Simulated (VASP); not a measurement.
# Pt (Fm-3m) in VASP: further runs

The runs below take Pt through single point, with PBE.

All numbers are computed with VASP 6.6.1; they aren't measurements. Logs are shortened: lines on timing, memory, paths and dates and some standing lists are left out, and cuts for length are marked.

## Step 1: The cell of the first run

Symmetry: Fm-3m, No. 225, cubic system. Conventional cell: a = 3.916 Å, b = 3.916 Å, c = 3.916 Å, α = 90.00°, β = 90.00°, γ = 90.00°. Within 3.6 Å of Pt (site symmetry m-3m) lie 12 Pt at 2.77 Å.

## Step 2: Single point, PBE

The input, INCAR:

```
ALGO = Fast
EDIFF = 1E-7
ENCUT = 520
GGA = PE
ISIF = 2
ISMEAR = 0
LASPH = T
LCHARG = F
LREAL = F
LWAVE = F
NBANDS = 50
NELM = 80
PREC = Accurate
SIGMA = 0.15
```

The input, KPOINTS:

```
k-points
0
Gamma
  10 10 10
```

The input, POSCAR:

```
Pt
1.0
    0.0000000000      3.9158000000      3.9158000000
    3.9158000000      0.0000000000      3.9158000000
    3.9158000000      3.9158000000      0.0000000000
Pt
8
Direct
    0.0000000000      0.0000000000      0.0000000000
    0.0000000000      0.0000000000      0.5000000000
    0.0000000000      0.5000000000      0.0000000000
    0.0000000000      0.5000000000      0.5000000000
    0.5000000000      0.0000000000      0.0000000000
    0.5000000000      0.0000000000      0.5000000000
    0.5000000000      0.5000000000      0.0000000000
    0.5000000000      0.5000000000      0.5000000000
```

Potentials or basis: VASP PAW PBE potentials, release 64 (Pt).

On the command line:

```bash
> cat potpaw_PBE.64/Pt/POTCAR > POTCAR
> mpirun -np 1 vasp_std > vasp.out
```

OUTCAR:

```text
EDIFF = 1E-7
   ENCUT = 520
   GGA = PE
   ISIF = 2
   ISMEAR = 0
   LASPH = T
   LREAL = F
   NELM = 80
   PREC = Accurate

 ion  position               nearest neighbor table
   1  0.000  0.000  0.000-   2 2.77   3 2.77   5 2.77   2 2.77   4 2.77   6 2.77   3 2.77   4 2.77
                             7 2.77   5 2.77   6 2.77   7 2.77
   2  0.000  0.000  0.500-   1 2.77   4 2.77   6 2.77   1 2.77   3 2.77   5 2.77   3 2.77   4 2.77
                             8 2.77   5 2.77   6 2.77   8 2.77
   3  0.000  0.500  0.000-   1 2.77   4 2.77   7 2.77   2 2.77   4 2.77   8 2.77   1 2.77   2 2.77
                             5 2.77   5 2.77   7 2.77   8 2.77
   4  0.000  0.500  0.500-   2 2.77   3 2.77   8 2.77   1 2.77   3 2.77   7 2.77   1 2.77   2 2.77
                             6 2.77   6 2.77   7 2.77   8 2.77
   5  0.500  0.000  0.000-   1 2.77   6 2.77   7 2.77   2 2.77   6 2.77   8 2.77   3 2.77   7 2.77
                             8 2.77   1 2.77   2 2.77   3 2.77
   6  0.500  0.000  0.500-   2 2.77   5 2.77   8 2.77   1 2.77   5 2.77   7 2.77   4 2.77   7 2.77
                             8 2.77   1 2.77   2 2.77   4 2.77
   7  0.500  0.500  0.000-   3 2.77   5 2.77   8 2.77   4 2.77   6 2.77   8 2.77   1 2.77   5 2.77
                             6 2.77   1 2.77   3 2.77   4 2.77
   8  0.500  0.500  0.500-   4 2.77   6 2.77   7 2.77   3 2.77   5 2.77   7 2.77   2 2.77   5 2.77
                             6 2.77   2 2.77   3 2.77   4 2.77

  LATTYP: Found a face centered cubic cell.
 ALAT       =     7.8316000000

  Lattice vectors:

 A1 = (   0.0000000000,   3.9158000000,   3.9158000000)
 A2 = (   3.9158000000,   0.0000000000,   3.9158000000)
 A3 = (   3.9158000000,   3.9158000000,   0.0000000000)

Analysis of symmetry for initial positions (statically):
=====================================================================
 Subroutine PRICEL returns following result:

  LATTYP: Found a face centered cubic cell.
 ALAT       =     3.9158000000

  Lattice vectors:

 A1 = (   0.0000000000,   1.9579000000,   1.9579000000)
 A2 = (   1.9579000000,   0.0000000000,   1.9579000000)
 A3 = (   1.9579000000,   1.9579000000,   0.0000000000)

   8 primitive cells build up your supercell.

 Routine SETGRP: Setting up the symmetry group for a
 face centered cubic supercell.

 Subroutine GETGRP returns: Found 48 space group operations
 (whereof 48 operations were pure point group operations)
 out of a pool of 48 trial point group operations.

The static configuration has the point symmetry O_h .

Analysis of symmetry for dynamics (positions and initial velocities):
=====================================================================
 Subroutine PRICEL returns following result:

  LATTYP: Found a face centered cubic cell.
 ALAT       =     3.9158000000

  Lattice vectors:

 A1 = (   0.0000000000,   1.9579000000,   1.9579000000)
 A2 = (   1.9579000000,   0.0000000000,   1.9579000000)
 A3 = (   1.9579000000,   1.9579000000,   0.0000000000)

   8 primitive cells build up your supercell.

 Routine SETGRP: Setting up the symmetry group for a
 face centered cubic supercell.

 Subroutine GETGRP returns: Found 48 space group operations
 (whereof 48 operations were pure point group operations)
 out of a pool of 48 trial point group operations.

The dynamic configuration has the point symmetry O_h .

 Subroutine INISYM returns: Found 48 space group operations
 (whereof 48 operations are pure point group operations),
 and found     8 'primitive' translations

----------------------------------------------------------------------------------------

                                     Primitive cell

  volume of cell :      15.0107

  direct lattice vectors                    reciprocal lattice vectors
     0.000000000  1.957900000  1.957900000    -0.255375658  0.255375658  0.255375658
     1.957900000  0.000000000  1.957900000     0.255375658 -0.255375658  0.255375658
     1.957900000  1.957900000  0.000000000     0.255375658  0.255375658 -0.255375658

  length of vectors
     2.768888734  2.768888734  2.768888734     0.442323614  0.442323614  0.442323614

  position of ions in fractional coordinates (direct lattice)
     0.000000000  0.000000000  0.000000000

  ion indices of the primitive-cell ions
   primitive index   ion index
                 1           1

----------------------------------------------------------------------------------------

 KPOINTS: k-points

Automatic generation of k-mesh.
 Grid dimensions read from file:
 generate k-points for:   10   10   10

 Generating k-lattice:

  Cartesian coordinates                     Fractional coordinates (reciprocal lattice)
    -0.012768783  0.012768783  0.012768783     0.100000000  0.000000000  0.000000000
     0.012768783 -0.012768783  0.012768783     0.000000000  0.100000000  0.000000000
     0.012768783  0.012768783 -0.012768783     0.000000000  0.000000000  0.100000000

  Length of vectors
     0.022116181  0.022116181  0.022116181

  Shift w.r.t. Gamma in fractional coordinates (k-lattice)
     0.000000000  0.000000000  0.000000000

 Subroutine IBZKPT returns following result:
 ===========================================

 Found     47 irreducible k-points:

 Following reciprocal coordinates:
            Coordinates               Weight
  0.000000  0.000000  0.000000      1.000000
  0.100000  0.000000  0.000000      8.000000
  0.200000  0.000000  0.000000      8.000000
  0.300000  0.000000  0.000000      8.000000
  0.400000  0.000000  0.000000      8.000000
  0.500000  0.000000  0.000000      4.000000
[... 16 lines left out ...]
  0.300000  0.300000  0.000000      6.000000
  0.400000  0.300000  0.000000     24.000000
 [... further k-points ...]
   k-points           NKPTS =     47   k-points in BZ     NKDIM =     47   number of bands    NBANDS=     50
   number of dos      NEDOS =    301   number of ions     NIONS =      8
   total plane-waves  NPLWV =  74088
   dimension x,y,z NGX =    42 NGY =   42 NGZ =   42
   dimension x,y,z NGXF=    84 NGYF=   84 NGZF=   84
   ions per type =               8
   NGX,Y,Z   is equivalent  to a cutoff of  12.61, 12.61, 12.61 a.u.
   NGXF,Y,Z  is equivalent  to a cutoff of  25.22, 25.22, 25.22 a.u.
 SYSTEM =  unknown system
   PREC   = accura    normal or accurate (medium, high low for compatibility)
   ISTART =      0    job   : 0-new  1-cont  2-samecut
   ICHARG =      2    charge: 1-file 2-atom 10-const
   ISPIN  =      1    spin polarized calculation?
   LNONCOLLINEAR =      F non collinear calculations
   LSORBIT =      F    spin-orbit coupling
   LASPH  =      T    aspherical Exc in radial PAW
   ENCUT  =  520.0 eV  38.22 Ry    6.18 a.u.  10.30 10.30 10.30*2*pi/ulx,y,z
   NELM   =     80;   NELMIN=  2; NELMDL= -5     # of ELM steps
   EDIFF  = 0.1E-06   stopping-criterion for ELM
   LREAL  =      F    real-space projection
   EDIFFG = 0.1E-05   stopping-criterion for IOM
   NSW    =      0    number of steps for IOM
   IBRION =     -1    ionic relax: 0-MD 1-quasi-New 2-CG
   NFREE  =      0    steps in history (QN), initial steepest desc. (CG)
   ISIF   =      2    stress and relaxation
   ISYM   =      2    0-nonsym 1-usesym 2-fastsym
   POTIM  = 0.5000    time-step for ionic-motion
   TEBEG  =    0.0;   TEEND  =   0.0 temperature during run
   PSTRESS=    0.0 pullay stress
   NELECT =      80.0000    total number of electrons
   NUPDOWN=      -1.0000    fix difference up-down
   EMIN   =  10.00;   EMAX   =-10.00  energy-range for DOS
   EFERMI =   0.00;   METHOD = LEGACY
   ISMEAR =     0;   SIGMA  =   0.15  broadening in eV -4-tet -1-fermi 0-gaus
   EFERMI_NEDOS =   21; number of points for ismear=-14 and -15
   IALGO  =     68    algorithm
   IMIX   =      4    mixing-type and parameters
     AMIX     =   0.40;   BMIX     =  1.00
     AMIX_MAG =   1.60;   BMIX_MAG =  1.00
  volume/ion in A,a.u.               =      15.01       101.30
  Fermi-wavevector in a.u.,A,eV,Ry     =   1.429797  2.701924 27.814648  2.044319
  Thomas-Fermi vector in A             =   2.549712
   LORBIT       =      0    0 simple, 1 ext, 2 COOP (PROOUT), +10 PAW based schemes
   GGA     = PE    functional components
   LHFCALC =     F    Hartree Fock is set to
   AEXX    =    0.0000 exact exchange contribution
   IVDW    =     0    specifies the selected vdW correction
   LEPSILON=     F    determine dielectric tensor
   LRPA    =     F    only Hartree local field effects (RPA)
 non-spin polarized calculation
 RMM-DIIS sequential band-by-band and
 Gauss-broadening in eV      SIGMA  =   0.15
  energy-cutoff  :      520.00
  volume of cell :      120.09
 maximum number of plane-waves:      3287
 NGX is ok and might be reduce to    42
   NGX = 21   NGY = 21   NGZ = 21

 number of electron      80.0000002 magnetization

 Free energy of the ion-electron system (eV)
  ---------------------------------------------------
  ext. energy  EPLUGINS =         0.00000000
  ---------------------------------------------------
  free energy    TOTEN  =       -48.71299368 eV

  energy without entropy =      -48.55728042  energy(sigma->0) =      -48.63513705

 E-fermi :  11.3635     XC(G=0): -13.5184

 val. band max:       11.3631566928   @ k =   0.0000   0.0000   0.0000
 cond. band min:      11.3690267982   @ k =   0.5000   0.2000   0.0000
 fundamental gap:      0.0058701053
 Fermi energy:        11.3634546287

 k-point     1 :       0.0000    0.0000    0.0000
  band No.  band energies     occupation
      1       1.0859      2.00000
      2       3.9819      2.00000
      3       3.9819      2.00000
      4       3.9819      2.00000
      5       3.9819      2.00000
      6       4.2266      2.00000
[... 42 lines left out ...]
     49      17.2367      0.00000
     50      17.2367      0.00000

 k-point     2 :       0.1000    0.0000    0.0000
  band No.  band energies     occupation
      1       1.1874      2.00000
      2       3.9826      2.00000
      3       4.0635      2.00000
      4       4.0635      2.00000
      5       4.0635      2.00000
      6       4.2896      2.00000
[... 42 lines left out ...]
     49      17.2806      0.00000
     50      17.2808      0.00000

 k-point     3 :       0.2000    0.0000    0.0000
  band No.  band energies     occupation
      1       1.4845      2.00000
      2       3.9667      2.00000
      3       4.2953      2.00000
      4       4.2953      2.00000
      5       4.2953      2.00000
      6       4.4636      2.00000
[... 42 lines left out ...]
     49      17.4278      0.00000
     50      17.4278      0.00000

 k-point     4 :       0.3000    0.0000    0.0000
  band No.  band energies     occupation
      1       1.9523      2.00000
      2       3.8756      2.00000
      3       4.6287      2.00000
      4       4.6287      2.00000
      5       4.6287      2.00000
      6       4.7023      2.00000
[... 999 lines left out ...]
 k-point    23 :       0.3000    0.3000    0.0000
  band No.  band energies     occupation
      1       2.2503      2.00000
      2       4.5166      2.00000
      3       4.6977      2.00000
      4       4.6977      2.00000
      5       4.6977      2.00000
      6       4.6977      2.00000
[... 42 lines left out ...]
     49      18.9144      0.00000
     50      18.9147      0.00000

 k-point    24 :       0.4000    0.3000    0.0000
  band No.  band energies     occupation
      1       2.6885      2.00000
      2       4.5533      2.00000
      3       4.6372      2.00000
      4       4.9778      2.00000
      5       4.9778      2.00000
      6       5.1639      2.00000
[... 42 lines left out ...]
     49      18.8828      0.00000
     50      18.8848      0.00000

 [... further k-points ...]

------------------------ aborting loop because EDIFF is reached ----------------------------------------

  FORCE on cell =-STRESS in cart. coord.  units (eV):
  Direction    XX          YY          ZZ          XY          YZ          ZX
  --------------------------------------------------------------------------------------
  -------------------------------------------------------------------------------------
  Total        8.2477355      8.2477355      8.2477355     -0.0000000     -0.0000000      0.0000000
  in kB      110.0408167    110.0408167    110.0408167     -0.0000000     -0.0000000      0.0000000
  external PRESSURE =     110.0408167 kB  Pullay stress =       0.0000000 kB

 VOLUME and BASIS-vectors are now :
 -----------------------------------------------------------------------------
  energy-cutoff  :      520.00
  volume of cell :      120.09
      direct lattice vectors                 reciprocal lattice vectors
     0.000000000  3.915800000  3.915800000    -0.127687829  0.127687829  0.127687829
     3.915800000  0.000000000  3.915800000     0.127687829 -0.127687829  0.127687829
     3.915800000  3.915800000  0.000000000     0.127687829  0.127687829 -0.127687829

 POSITION                                       TOTAL-FORCE (eV/Angst)
 -----------------------------------------------------------------------------------
      0.00000      0.00000      0.00000         0.000000      0.000000      0.000000
      1.95790      1.95790      0.00000         0.000000      0.000000     -0.000000
      1.95790      0.00000      1.95790         0.000000      0.000000      0.000000
      3.91580      1.95790      1.95790        -0.000000     -0.000000      0.000000
      0.00000      1.95790      1.95790         0.000000     -0.000000     -0.000000
      1.95790      3.91580      1.95790         0.000000     -0.000000      0.000000
      1.95790      1.95790      3.91580        -0.000000      0.000000      0.000000
      3.91580      3.91580      3.91580         0.000000     -0.000000     -0.000000
 -----------------------------------------------------------------------------------
    total drift:                               -0.000000     -0.000000      0.000000

  FREE ENERGIE OF THE ION-ELECTRON SYSTEM (eV)
  ---------------------------------------------------
  free  energy   TOTEN  =       -48.7129936827 eV

  energy  without entropy=      -48.5572804158  energy(sigma->0) =      -48.63513705
```

Wall time 12 min (1 thread of Intel Xeon 8259CL, shared host); peak memory 0.37 GiB.

Results:

| Property | Result |
| --- | --- |
| Free energy | -48.7130 eV |
| Pressure | 11.0 GPa |
| Band gap on the k mesh | zero (bands 40 and 41 overlap by 0.93 eV) |

Caveat: the cell stands under pressure; spin-orbit coupling is left out, which moves the levels of the heavy elements.

(Part 1 of 2 ends here.)
